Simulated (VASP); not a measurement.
# NaH in VASP: a series of runs

The runs below take NaH through single point, with PBE, r2SCAN, HSE06.

Program: VASP 6.6.1. These are calculated values, not measurements. Logs are shortened: lines on timing, memory, paths and dates and some standing lists are left out, and cuts for length are marked.

### Step 1. The cell of the first run

Symmetry: P4/mmm, No. 123, tetragonal system. The conventional cell has a = 2.932 Å, b = 2.932 Å, c = 2.764 Å, α = 90.00°, β = 90.00°, γ = 90.00°. Na (site symmetry 4/mmm) has 8 H at 2.49 Å and 6 Na at 2.76 to 2.93 Å within 3.3 Å. H (site symmetry 4/mmm) has 8 Na at 2.49 Å and 6 H at 2.76 to 2.93 Å within 3.3 Å.

### Step 2. Single point, PBE (uniaxial z strain -5.7%)

The input, INCAR:

```
SYSTEM = NaH
ALGO = Normal ; EDIFF = 1E-7
ENCUT = 520 ; GGA = PE
ISIF = 2 ; ISMEAR = -1
LASPH = .TRUE. ; LCHARG = .FALSE.
LREAL = .FALSE. ; LWAVE = .FALSE.
NBANDS = 11 ; NELM = 60
PREC = Accurate ; SIGMA = 0.02
```

The input, KPOINTS:

```
k-points
0
G
  8 8 8
  0 0 0
```

The input, POSCAR:

```
NaH
1.0
    2.9323912064      0.0000000000      0.0000000000
    0.0000000000      2.9323912064      0.0000000000
    0.0000000000      0.0000000000      2.7643651903
Na H
1 1
Direct
    0.0000000000      0.0000000000      0.0000000000
    0.5000000000      0.5000000000      0.5000000000
```

Potentials or basis: VASP PAW PBE potentials, release 64 (Na_pv, H).

Command:

```console
$ cat potpaw_PBE.64/Na_pv/POTCAR potpaw_PBE.64/H/POTCAR > POTCAR
$ mpirun -np 1 vasp_std > vasp.out
```

OUTCAR:

```text
SYSTEM = NaH
   EDIFF = 1E-7
   ENCUT = 520
   GGA = PE
   ISIF = 2
   ISMEAR = -1
   LASPH = .TRUE.
   LREAL = .FALSE.
   NELM = 60
   PREC = Accurate

 ion  position               nearest neighbor table
   1  0.000  0.000  0.000-
   2  0.500  0.500  0.500-

  LATTYP: Found a simple tetragonal cell.
 ALAT       =     2.9323912064
 C/A-ratio  =     0.9427000000

  Lattice vectors:

 A1 = (   2.9323912064,   0.0000000000,   0.0000000000)
 A2 = (   0.0000000000,   2.9323912064,   0.0000000000)
 A3 = (   0.0000000000,   0.0000000000,   2.7643651903)

Analysis of symmetry for initial positions (statically):
=====================================================================
 Subroutine PRICEL returns:
 Original cell was already a primitive cell.

 Routine SETGRP: Setting up the symmetry group for a
 simple tetragonal supercell.

 Subroutine GETGRP returns: Found 16 space group operations
 (whereof 16 operations were pure point group operations)
 out of a pool of 16 trial point group operations.

The static configuration has the point symmetry D_4h.

Analysis of symmetry for dynamics (positions and initial velocities):
=====================================================================
 Subroutine PRICEL returns:
 Original cell was already a primitive cell.

 Routine SETGRP: Setting up the symmetry group for a
 simple tetragonal supercell.

 Subroutine GETGRP returns: Found 16 space group operations
 (whereof 16 operations were pure point group operations)
 out of a pool of 16 trial point group operations.

The dynamic configuration has the point symmetry D_4h.

 Subroutine INISYM returns: Found 16 space group operations
 (whereof 16 operations are pure point group operations),
 and found     1 'primitive' translations

----------------------------------------------------------------------------------------

                                     Primitive cell

  volume of cell :      23.7706

  direct lattice vectors                    reciprocal lattice vectors
     2.932391206  0.000000000  0.000000000     0.341018619  0.000000000  0.000000000
     0.000000000  2.932391206  0.000000000     0.000000000  0.341018619  0.000000000
     0.000000000  0.000000000  2.764365190     0.000000000  0.000000000  0.361746705

  length of vectors
     2.932391206  2.932391206  2.764365190     0.341018619  0.341018619  0.361746705

  position of ions in fractional coordinates (direct lattice)
     0.000000000  0.000000000  0.000000000
     0.500000000  0.500000000  0.500000000

  ion indices of the primitive-cell ions
   primitive index   ion index
                 1           1
                 2           2

----------------------------------------------------------------------------------------

 KPOINTS: k-points

Automatic generation of k-mesh.
 Grid dimensions read from file:
 generate k-points for:    8    8    8

 Generating k-lattice:

  Cartesian coordinates                     Fractional coordinates (reciprocal lattice)
     0.042627327  0.000000000  0.000000000     0.125000000  0.000000000  0.000000000
     0.000000000  0.042627327  0.000000000     0.000000000  0.125000000  0.000000000
     0.000000000  0.000000000  0.045218338     0.000000000  0.000000000  0.125000000

  Length of vectors
     0.042627327  0.042627327  0.045218338

  Shift w.r.t. Gamma in fractional coordinates (k-lattice)
     0.000000000  0.000000000  0.000000000

 Subroutine IBZKPT returns following result:
 ===========================================

 Found     75 irreducible k-points:

 Following reciprocal coordinates:
            Coordinates               Weight
  0.000000  0.000000  0.000000      1.000000
  0.125000  0.000000  0.000000      4.000000
  0.250000  0.000000  0.000000      4.000000
  0.375000  0.000000  0.000000      4.000000
  0.500000  0.000000  0.000000      2.000000
  0.125000  0.125000  0.000000      4.000000
[... 16 lines left out ...]
  0.375000  0.125000  0.125000     16.000000
  0.500000  0.125000  0.125000      8.000000
 [... further k-points ...]
   k-points           NKPTS =     75   k-points in BZ     NKDIM =     75   number of bands    NBANDS=     11
   number of dos      NEDOS =    301   number of ions     NIONS =      2
   total plane-waves  NPLWV =  13824
   dimension x,y,z NGX =    24 NGY =   24 NGZ =   24
   dimension x,y,z NGXF=    48 NGYF=   48 NGZF=   48
   ions per type =               1   1
   NGX,Y,Z   is equivalent  to a cutoff of  13.61, 13.61, 14.43 a.u.
   NGXF,Y,Z  is equivalent  to a cutoff of  27.21, 27.21, 28.87 a.u.
 SYSTEM =  NaH
   PREC   = accura    normal or accurate (medium, high low for compatibility)
   ISTART =      0    job   : 0-new  1-cont  2-samecut
   ICHARG =      2    charge: 1-file 2-atom 10-const
   ISPIN  =      1    spin polarized calculation?
   LNONCOLLINEAR =      F non collinear calculations
   LSORBIT =      F    spin-orbit coupling
   LASPH  =      T    aspherical Exc in radial PAW
   ENCUT  =  520.0 eV  38.22 Ry    6.18 a.u.   5.45  5.45  5.14*2*pi/ulx,y,z
   NELM   =     60;   NELMIN=  2; NELMDL= -5     # of ELM steps
   EDIFF  = 0.1E-06   stopping-criterion for ELM
   LREAL  =      F    real-space projection
   EDIFFG = 0.1E-05   stopping-criterion for IOM
   NSW    =      0    number of steps for IOM
   IBRION =     -1    ionic relax: 0-MD 1-quasi-New 2-CG
   NFREE  =      0    steps in history (QN), initial steepest desc. (CG)
   ISIF   =      2    stress and relaxation
   ISYM   =      2    0-nonsym 1-usesym 2-fastsym
   POTIM  = 0.5000    time-step for ionic-motion
   TEBEG  =    0.0;   TEEND  =   0.0 temperature during run
   PSTRESS=    0.0 pullay stress
   NELECT =       8.0000    total number of electrons
   NUPDOWN=      -1.0000    fix difference up-down
   EMIN   =  10.00;   EMAX   =-10.00  energy-range for DOS
   EFERMI =   0.00;   METHOD = LEGACY
   ISMEAR =    -1;   SIGMA  =   0.02  broadening in eV -4-tet -1-fermi 0-gaus
   EFERMI_NEDOS =   21; number of points for ismear=-14 and -15
   IALGO  =     38    algorithm
   IMIX   =      4    mixing-type and parameters
     AMIX     =   0.40;   BMIX     =  1.00
     AMIX_MAG =   1.60;   BMIX_MAG =  1.00
  volume/ion in A,a.u.               =      11.89        80.21
  Fermi-wavevector in a.u.,A,eV,Ry     =   1.138741  2.151909 17.643107  1.296732
  Thomas-Fermi vector in A             =   2.275445
   LORBIT       =      0    0 simple, 1 ext, 2 COOP (PROOUT), +10 PAW based schemes
   GGA     = PE    functional components
   LHFCALC =     F    Hartree Fock is set to
   AEXX    =    0.0000 exact exchange contribution
   IVDW    =     0    specifies the selected vdW correction
   LEPSILON=     F    determine dielectric tensor
   LRPA    =     F    only Hartree local field effects (RPA)
 non-spin polarized calculation
  energy-cutoff  :      520.00
  volume of cell :       23.77
 maximum number of plane-waves:       657
 NGX is ok and might be reduce to    24
   NGX = 11   NGY = 11   NGZ = 11

 number of electron       8.0000010 magnetization

 Free energy of the ion-electron system (eV)
  ---------------------------------------------------
  ext. energy  EPLUGINS =         0.00000000
  ---------------------------------------------------
  free energy    TOTEN  =        -4.73323078 eV

  energy without entropy =       -4.73323078  energy(sigma->0) =       -4.73323078

 E-fermi :   2.1347     XC(G=0):  -8.4518

 val. band max:        1.7821466908   @ k =   0.5000   0.5000   0.5000
 cond. band min:       2.5981264846   @ k =   0.5000   0.0000   0.0000
 fundamental gap:      0.8159797938
 Fermi energy:         2.1347333737

 k-point     1 :       0.0000    0.0000    0.0000
  band No.  band energies     occupation
      1     -22.8615      2.00000
      2     -22.8615      2.00000
      3     -22.8435      2.00000
      4      -4.5642      2.00000
      5      10.8844      0.00000
      6      12.4959      0.00000
      7      13.8505      0.00000
      8      14.1571      0.00000
      9      14.1571      0.00000
     10      16.2822      0.00000
     11      27.4042      0.00000

 k-point     2 :       0.1250    0.0000    0.0000
  band No.  band energies     occupation
      1     -22.8906      2.00000
      2     -22.8590      2.00000
      3     -22.8413      2.00000
      4      -4.3151      2.00000
      5       9.0022      0.00000
      6      11.9635      0.00000
      7      13.9925      0.00000
      8      14.3363      0.00000
      9      16.4574      0.00000
     10      17.2906      0.00000
     11      25.3678      0.00000

 k-point     3 :       0.2500    0.0000    0.0000
  band No.  band energies     occupation
      1     -22.9600      2.00000
      2     -22.8529      2.00000
      3     -22.8359      2.00000
      4      -3.6077      2.00000
      5       6.0578      0.00000
      6      12.4329      0.00000
      7      14.6594      0.00000
      8      14.8553      0.00000
      9      16.9610      0.00000
     10      21.5547      0.00000
     11      22.7056      0.00000

 k-point     4 :       0.3750    0.0000    0.0000
  band No.  band energies     occupation
      1     -23.0286      2.00000
      2     -22.8469      2.00000
      3     -22.8305      2.00000
      4      -2.6210      2.00000
      5       3.6718      0.00000
      6      13.0626      0.00000
      7      15.6045      0.00000
      8      15.6753      0.00000
      9      17.6756      0.00000
     10      20.6090      0.00000
     11      20.7126      0.00000
[... 239 lines left out ...]
 k-point    22 :       0.2500    0.1250    0.1250
  band No.  band energies     occupation
      1     -22.9507      2.00000
      2     -22.8790      2.00000
      3     -22.8736      2.00000
      4      -3.1209      2.00000
      5       6.5204      0.00000
      6      10.2308      0.00000
      7      11.9230      0.00000
      8      17.7690      0.00000
      9      18.6230      0.00000
     10      21.2482      0.00000
     11      21.8622      0.00000

 k-point    23 :       0.3750    0.1250    0.1250
  band No.  band energies     occupation
      1     -23.0168      2.00000
      2     -22.8724      2.00000
      3     -22.8672      2.00000
      4      -2.1876      2.00000
      5       4.2191      0.00000
      6      10.9704      0.00000
      7      12.9597      0.00000
      8      16.3707      0.00000
      9      18.3311      0.00000
     10      20.0771      0.00000
     11      22.2377      0.00000

 k-point    24 :       0.5000    0.1250    0.1250
  band No.  band energies     occupation
      1     -23.0441      2.00000
      2     -22.8696      2.00000
      3     -22.8646      2.00000
      4      -1.6290      2.00000
      5       3.1953      0.00000
      6      11.3794      0.00000
      7      14.1441      0.00000
      8      14.7419      0.00000
      9      18.3936      0.00000
     10      19.4717      0.00000
     11      23.3710      0.00000

 [... further k-points ...]

------------------------ aborting loop because EDIFF is reached ----------------------------------------

  FORCE on cell =-STRESS in cart. coord.  units (eV):
  Direction    XX          YY          ZZ          XY          YZ          ZX
  --------------------------------------------------------------------------------------
  -------------------------------------------------------------------------------------
  Total        0.0153331      0.0153331      1.1204426      0.0000000      0.0000000      0.0000000
  in kB        1.0334760      1.0334760     75.5198213      0.0000000      0.0000000      0.0000000
  external PRESSURE =      25.8622578 kB  Pullay stress =       0.0000000 kB

 VOLUME and BASIS-vectors are now :
 -----------------------------------------------------------------------------
  energy-cutoff  :      520.00
  volume of cell :       23.77
      direct lattice vectors                 reciprocal lattice vectors
     2.932391206  0.000000000  0.000000000     0.341018619  0.000000000  0.000000000
     0.000000000  2.932391206  0.000000000     0.000000000  0.341018619  0.000000000
     0.000000000  0.000000000  2.764365190     0.000000000  0.000000000  0.361746705

 POSITION                                       TOTAL-FORCE (eV/Angst)
 -----------------------------------------------------------------------------------
      0.00000      0.00000      0.00000         0.000000      0.000000      0.000000
      1.46620      1.46620      1.38218         0.000000      0.000000      0.000000
 -----------------------------------------------------------------------------------
    total drift:                                0.000000      0.000000      0.000000

  FREE ENERGIE OF THE ION-ELECTRON SYSTEM (eV)
  ---------------------------------------------------
  free  energy   TOTEN  =        -4.7332307753 eV

  energy  without entropy=       -4.7332307752  energy(sigma->0) =       -4.73323078
```

Run time: 17 s. Hardware: 1 thread of Intel Xeon 8259CL, shared host; peak memory 0.14 GiB.

What came out:

```yaml
Free_energy: -4.7332 eV
Pressure: 2.6 GPa
Band_gap_on_the_k_mesh: 0.82 eV (least direct gap 4.61 eV)
```

Stress tensor (GPa, compression positive):
```
0.10 0.00 0.00
0.00 0.10 0.00
0.00 0.00 7.55
```

Levels at points of the mesh, in eV from the valence-band top:
| k point | band 1 | band 2 | band 3 | band 4 | band 5 | band 6 | band 7 | band 8 |
| --- | --- | --- | --- | --- | --- | --- | --- | --- |
| (0.00, 0.00, 0.00) | -24.64 | -24.64 | -24.63 | -6.35 | 9.10 | 10.71 | 12.07 | 12.38 |
| (0.50, 0.00, 0.00) | -24.84 | -24.63 | -24.61 | -3.80 | 0.82 | 11.58 | 14.30 | 14.66 |
| (0.50, 0.50, 0.00) | -24.80 | -24.80 | -24.60 | -2.16 | 4.04 | 4.04 | 6.85 | 16.36 |
| (0.00, 0.00, 0.50) | -24.93 | -24.61 | -24.61 | -3.38 | 1.39 | 11.27 | 14.60 | 14.60 |
| (0.50, 0.00, 0.50) | -24.89 | -24.79 | -24.60 | -1.78 | 4.53 | 4.62 | 7.38 | 14.90 |
| (0.50, 0.50, 0.50) | -24.86 | -24.76 | -24.76 | 0.00 | 6.92 | 6.92 | 7.16 | 9.54 |

Caveat: the cell differs from its parent crystal (uniaxial z strain -5.7%); the stress differs along the axes, from 0 to 8 GPa; the structure was generated, so it needn't be the stable form of NaH.

### Step 3. Single point, r2SCAN (uniaxial z strain -5.7%)

POSCAR is that of step 2.

The input, INCAR.step1:

```
PREC     = Accurate       # precision mode
ENCUT    = 520            # plane-wave cutoff, eV
ISMEAR   = 0              # smearing method
SIGMA    = 0.01           # smearing width, eV
LREAL    = F              # projectors in reciprocal space
LASPH    = T              # aspherical terms in the spheres
NELM     = 80             # most SCF steps
NBANDS   = 11             # bands
GGA      = PE             # functional
ALGO     = Normal         # electronic algorithm
EDIFF    = 1E-4           # SCF threshold, eV
LWAVE    = T              # write WAVECAR
LCHARG   = F              # write CHGCAR
```

The input, INCAR.step2:

```
PREC     = Accurate       # precision mode
ENCUT    = 520            # plane-wave cutoff, eV
EDIFF    = 1E-6           # SCF threshold, eV
ISMEAR   = 0              # smearing method
SIGMA    = 0.01           # smearing width, eV
LREAL    = F              # projectors in reciprocal space
LASPH    = T              # aspherical terms in the spheres
NELM     = 80             # most SCF steps
ALGO     = Normal         # electronic algorithm
ISIF     = 2              # what is computed and relaxed
LWAVE    = F              # write WAVECAR
LCHARG   = F              # write CHGCAR
METAGGA  = R2SCAN         # meta-GGA
LMIXTAU  = T            
NBANDS   = 11             # bands
ISTART   = 1
```

The input, KPOINTS:

```
regular mesh
0
Gamma
  8 8 8
```

Potentials or basis: VASP PAW PBE potentials, release 64 (Na_pv, H).

Command:

```console
$ cat potpaw_PBE.64/Na_pv/POTCAR potpaw_PBE.64/H/POTCAR > POTCAR
$ cp INCAR.step1 INCAR
$ mpirun -np 1 vasp_std > vasp.out
$ cp INCAR.step2 INCAR
$ mpirun -np 1 vasp_std > vasp.out
```

It took 53 s on 1 thread of Intel Xeon 8259CL, shared host; peak memory 0.15 GiB.

The run converged. Its results:

```
Free energy            : -7.2668 eV
Pressure               : 1.4 GPa
Band gap on the k mesh : 1.39 eV (least direct gap 5.29 eV)
```

Stress tensor (GPa, compression positive):
```
-1.16  0.00  0.00
 0.00 -1.16  0.00
 0.00  0.00  6.42
```

Levels at points of the mesh, in eV from the valence-band top:
```csv
k point,band 1,band 2,band 3,band 4,band 5,band 6,band 7,band 8,band 9
"(0.00, 0.00, 0.00)",-25.56,-25.56,-25.55,-6.39,10.12,11.33,12.73,13.16,13.16
"(0.50, 0.00, 0.00)",-25.75,-25.55,-25.53,-3.90,1.39,12.66,14.84,15.23,16.95
"(0.50, 0.50, 0.00)",-25.71,-25.71,-25.52,-2.26,4.58,4.58,7.80,17.41,21.26
"(0.00, 0.00, 0.50)",-25.84,-25.54,-25.54,-3.46,1.98,12.35,15.15,15.15,15.22
"(0.50, 0.00, 0.50)",-25.80,-25.70,-25.52,-1.87,5.09,5.18,8.32,15.85,19.39
"(0.50, 0.50, 0.50)",-25.77,-25.67,-25.67,0.00,7.29,7.29,7.55,10.55,10.65
```

Caveat: the cell differs from its parent crystal (uniaxial z strain -5.7%); the stress differs along the axes, from -1 to 6 GPa; the structure was generated, so it needn't be the stable form of NaH; the PAW data sets were made with another functional, which shifts forces and pressure a little. A k mesh can miss the band edges.

### Step 4. Single point, r2SCAN (shear xy strain -0.5%)

The input, POSCAR:

```
NaH
1.0
    2.9323912064     -0.0074775976      0.0000000000
   -0.0074775976      2.9323912064      0.0000000000
    0.0000000000      0.0000000000      2.9323912064
Na H
1 1
Direct
    0.0000000000      0.0000000000      0.0000000000
    0.5000000000      0.5000000000      0.5000000000
```

The input, INCAR.step1:

```
SYSTEM = NaH
PREC     = Accurate       ! precision mode
ENCUT    = 520            ! plane-wave cutoff, eV
ISMEAR   = 0              ! smearing method
SIGMA    = 0.01           ! smearing width, eV
LREAL    = .False.        ! projectors in reciprocal space
LASPH    = .True.         ! aspherical terms in the spheres
NELM     = 100            ! most SCF steps
NBANDS   = 11             ! bands
GGA      = PE             ! functional
ALGO     = Normal         ! electronic algorithm
EDIFF    = 1E-4           ! SCF threshold, eV
LWAVE    = .True.         ! write WAVECAR
LCHARG   = .False.        ! write CHGCAR
```

The input, INCAR.step2:

```
SYSTEM = NaH
PREC     = Accurate       ! precision mode
ENCUT    = 520            ! plane-wave cutoff, eV
EDIFF    = 1E-7           ! SCF threshold, eV
ISMEAR   = 0              ! smearing method
SIGMA    = 0.01           ! smearing width, eV
LREAL    = .False.        ! projectors in reciprocal space
LASPH    = .True.         ! aspherical terms in the spheres
NELM     = 100            ! most SCF steps
ALGO     = Normal         ! electronic algorithm
ISIF     = 2              ! what is computed and relaxed
LWAVE    = .False.        ! write WAVECAR
LCHARG   = .False.        ! write CHGCAR
METAGGA  = R2SCAN         ! meta-GGA
LMIXTAU  = .True.       
NBANDS   = 11             ! bands
ISTART   = 1
```

The input, KPOINTS:

```
regular mesh
0
Gamma
  8 8 8
  0 0 0
```

Command:

```console
$ cat potpaw_PBE.64/Na_pv/POTCAR potpaw_PBE.64/H/POTCAR > POTCAR
$ cp INCAR.step1 INCAR
$ mpirun -np 1 vasp_std > vasp.out
$ cp INCAR.step2 INCAR
$ mpirun -np 1 vasp_std > vasp.out
```

Wall time 86 s (1 thread of Intel Xeon 8259CL, shared host); peak memory 0.15 GiB.

The run converged. Its results:

- Free energy: -7.2942 eV
- Pressure: -0.3 GPa
- Band gap on the k mesh: 1.61 eV (least direct gap 5.17 eV)

Levels at points of the mesh, in eV from the valence-band top:
```tsv
k point	band 1	band 2	band 3	band 4	band 5	band 6	band 7	band 8
(0.00, 0.00, 0.00)	-25.49	-25.48	-25.48	-6.07	9.89	11.68	11.68	13.46
(0.50, 0.00, 0.00)	-25.66	-25.47	-25.47	-3.56	1.61	12.15	14.91	15.24
(0.50, 0.50, 0.00)	-25.63	-25.63	-25.45	-1.86	4.81	4.90	7.86	15.86
(0.00, 0.00, 0.50)	-25.66	-25.47	-25.47	-3.56	1.61	12.15	14.92	15.23
(0.50, 0.00, 0.50)	-25.63	-25.63	-25.45	-1.86	4.86	4.86	7.86	15.86
(0.50, 0.50, 0.50)	-25.61	-25.61	-25.61	0.00	7.27	7.31	7.35	10.19
```

Caveat: the cell differs from its parent crystal (shear xy strain -0.5%); the structure was generated, so it needn't be the stable form of NaH; the PAW data sets were made with another functional, which shifts forces and pressure a little. A k mesh can miss the band edges.

(Continued in part 2 of 2.)
